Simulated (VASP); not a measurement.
# SnO2 in VASP: a series of runs, part 3 of 3

VASP 6.6.1. Earlier steps stand in the parts before.

## Step 5: Single point, LDA

This run uses another cell than the first one, of 11.59 Å³/atom.

Contents of INCAR:

```
SYSTEM = SnO2
PREC = Accurate
ENCUT = 520
EDIFF = 1E-6
ISMEAR = 0
SIGMA = 0.02
LREAL = .FALSE.
LASPH = .TRUE.
NELM = 80
ALGO = Normal
ISIF = 2
LWAVE = .FALSE.
LCHARG = .FALSE.
NBANDS = 35
```

Contents of KPOINTS:

```
Automatic mesh
0
G
  6 6 8
  0 0 0
```

Contents of POSCAR:

```
SnO2
1.0
    4.6781060457      0.0000000000      0.0000000000
    0.0000000000      4.6777281373      0.0000000000
    0.0000000000      0.0000000000      3.1771448689
Sn O
2 4
Direct
    0.5000000000      0.5000000000      0.5000000000
    0.0000000000      0.0000000000      0.0000000000
    0.3058275762      0.3056779241      0.0000000000
    0.8058275762      0.1943220759      0.5000000000
    0.1941724238      0.8056779241      0.5000000000
    0.6941724238      0.6943220759      0.0000000000
```

Potentials or basis: VASP PAW LDA potentials, release 64 (Sn_d, O).

The run is started by

```
$ cat potpaw_LDA.64/Sn_d/POTCAR potpaw_LDA.64/O/POTCAR > POTCAR
$ mpirun -np 1 vasp_std > vasp.out
```

OUTCAR:

```text
SYSTEM = SnO2
   PREC = Accurate
   ENCUT = 520
   EDIFF = 1E-6
   ISMEAR = 0
   LREAL = .FALSE.
   LASPH = .TRUE.
   NELM = 80
   ISIF = 2

 ion  position               nearest neighbor table
   1  0.500  0.500  0.500-   4 2.02   5 2.02   3 2.04   6 2.04   3 2.04   6 2.04   2 3.67   2 3.67
                             2 3.67   2 3.67   2 3.67   2 3.67   2 3.67   2 3.67
   2  0.000  0.000  0.000-   3 2.02   6 2.02   5 2.04   4 2.04   4 2.04   5 2.04   1 3.67   1 3.67
                             1 3.67   1 3.67   1 3.67   1 3.67   1 3.67   1 3.67
   3  0.306  0.306  0.000-   2 2.02   1 2.04   1 2.04
   4  0.806  0.194  0.500-   1 2.02   2 2.04   2 2.04
   5  0.194  0.806  0.500-   1 2.02   2 2.04   2 2.04
   6  0.694  0.694  0.000-   2 2.02   1 2.04   1 2.04

  LATTYP: Found a simple orthorhombic cell.
 ALAT       =     3.1771448689
 B/A-ratio  =     1.4723055858
 C/A-ratio  =     1.4724245317

  Lattice vectors:

 A1 = (   0.0000000000,   0.0000000000,  -3.1771448689)
 A2 = (   0.0000000000,   4.6777281373,   0.0000000000)
 A3 = (   4.6781060457,   0.0000000000,   0.0000000000)

Analysis of symmetry for initial positions (statically):
=====================================================================
 Subroutine PRICEL returns:
 Original cell was already a primitive cell.

[... 182 lines left out ...]
 val. band max:        6.2140770713   @ k =   0.0000   0.0000   0.0000
 cond. band min:       7.6658954118   @ k =   0.0000   0.0000   0.0000
 fundamental gap:      1.4518183404
 Fermi energy:         6.3788134430

 k-point     1 :       0.0000    0.0000    0.0000
  band No.  band energies     occupation
      1     -14.8458      2.00000
      2     -14.0018      2.00000
      3     -13.7006      2.00000
      4     -13.6810      2.00000
      5     -13.6810      2.00000
      6     -13.6238      2.00000
[... 901 lines left out ...]
     34      18.4317      0.00000
     35      18.7343      0.00000

 [... further k-points ...]
[... 5 lines left out ...]
  --------------------------------------------------------------------------------------
  -------------------------------------------------------------------------------------
  Total        2.6112876      2.6113492      2.8126451      0.0000000      0.0000000      0.0000000
  in kB       60.1759886     60.1774078     64.8161845      0.0000000      0.0000000      0.0000000
  external PRESSURE =      61.7231937 kB  Pullay stress =       0.0000000 kB

 VOLUME and BASIS-vectors are now :
 -----------------------------------------------------------------------------
  energy-cutoff  :      520.00
  volume of cell :       69.53
      direct lattice vectors                 reciprocal lattice vectors
     4.678106046  0.000000000  0.000000000     0.213761721  0.000000000  0.000000000
     0.000000000  4.677728137  0.000000000     0.000000000  0.213778991  0.000000000
     0.000000000  0.000000000  3.177144869     0.000000000  0.000000000  0.314748002

 POSITION                                       TOTAL-FORCE (eV/Angst)
 -----------------------------------------------------------------------------------
      2.33905      2.33886      1.58857         0.000000     -0.000000      0.000000
      0.00000      0.00000      0.00000         0.000000     -0.000000      0.000000
      1.43069      1.42988      0.00000        -0.014011     -0.013875     -0.000000
      3.76975      0.90899      1.58857        -0.014011      0.013875      0.000000
      0.90836      3.76874      1.58857         0.014011     -0.013875     -0.000000
      3.24741      3.24785      0.00000         0.014011      0.013875      0.000000
 -----------------------------------------------------------------------------------
    total drift:                                0.000000      0.000000      0.000000

  FREE ENERGIE OF THE ION-ELECTRON SYSTEM (eV)
  ---------------------------------------------------
  free  energy   TOTEN  =       -42.2421146551 eV

  energy  without entropy=      -42.2421146551  energy(sigma->0) =      -42.24211466
```

It took 3.4 min on 1 thread of Intel Xeon 8259CL, shared host; peak memory 0.26 GiB.

What came out:

| Property | Result |
| --- | --- |
| Free energy | -42.2421 eV |
| Pressure | 6.2 GPa |
| Largest force | 0.020 eV/Å |
| Band gap on the k mesh | 1.45 eV |

Forces on the atoms (eV/Å):
```
Sn   0.000  0.000  0.000
Sn   0.000  0.000  0.000
O   -0.014 -0.014  0.000
O   -0.014  0.014  0.000
O    0.014 -0.014  0.000
O    0.014  0.014  0.000
```

Stress tensor (GPa, compression positive):
```
6.02 0.00 0.00
0.00 6.02 0.00
0.00 0.00 6.48
```

Levels at points of the mesh, in eV from the valence-band top:
| k point | band 23 | band 24 | band 25 | band 26 | band 27 | band 28 | band 29 | band 30 |
| --- | --- | --- | --- | --- | --- | --- | --- | --- |
| (0.00, 0.00, 0.00) | -1.27 | -0.82 | -0.82 | 0.00 | 1.45 | 6.13 | 6.16 | 6.16 |
| (0.50, 0.00, 0.00) | -1.24 | -1.24 | -0.66 | -0.66 | 4.61 | 4.61 | 6.93 | 6.93 |
| (0.00, 0.50, 0.00) | -1.24 | -1.24 | -0.66 | -0.66 | 4.60 | 4.60 | 6.93 | 6.93 |
| (0.50, 0.50, 0.00) | -1.36 | -1.36 | -0.93 | -0.93 | 5.00 | 5.00 | 7.48 | 7.48 |
| (0.00, 0.00, 0.50) | -1.80 | -1.80 | -1.32 | -1.32 | 6.34 | 6.34 | 9.72 | 9.72 |
| (0.50, 0.00, 0.50) | -1.18 | -1.18 | -0.68 | -0.68 | 6.64 | 6.64 | 8.13 | 8.13 |
| (0.00, 0.50, 0.50) | -1.17 | -1.17 | -0.68 | -0.68 | 6.64 | 6.64 | 8.13 | 8.13 |
| (0.50, 0.50, 0.50) | -1.00 | -1.00 | -0.87 | -0.87 | 4.96 | 4.96 | 8.77 | 8.77 |

Caveat: the cell stands under pressure; spin-orbit coupling is left out, which moves the levels of the heavy elements.

## Step 6: Overview

| cell | gap on the mesh (eV) | pressure (GPa) | largest force (eV/Å) |
| --- | --- | --- | --- |
| a = 4.721, b = 4.724, c = 3.126 Å, 6 atoms, atomic positions A | 1.48 | 6.4 | 0.03 |
| a = 4.721, b = 4.724, c = 3.190 Å, 6 atoms, atomic positions A | 1.20 | 1.1 | 0.02 |
| a = 4.721, b = 4.724, c = 3.254 Å, 6 atoms, atomic positions B | 0.92 | -3.7 | 0.01 |
| a = 4.678, b = 4.678, c = 3.177 Å, 6 atoms, atomic positions A | 1.45 | 6.2 | 0.02 |

Alike in all rows: task single point; level LDA; potentials or basis VASP PAW LDA potentials, release 64 (Sn_d, O); no spin polarisation; k mesh 6 × 6 × 8; cutoff (eV) 520; smearing gaussian 0.02 eV.

Caveats: spin-orbit coupling is left out, which moves the levels of the heavy elements; the cell stands under pressure (at least some runs); the cell stands under tension (at least some runs).

Absolute energies hang on the potentials; compare differences alone.
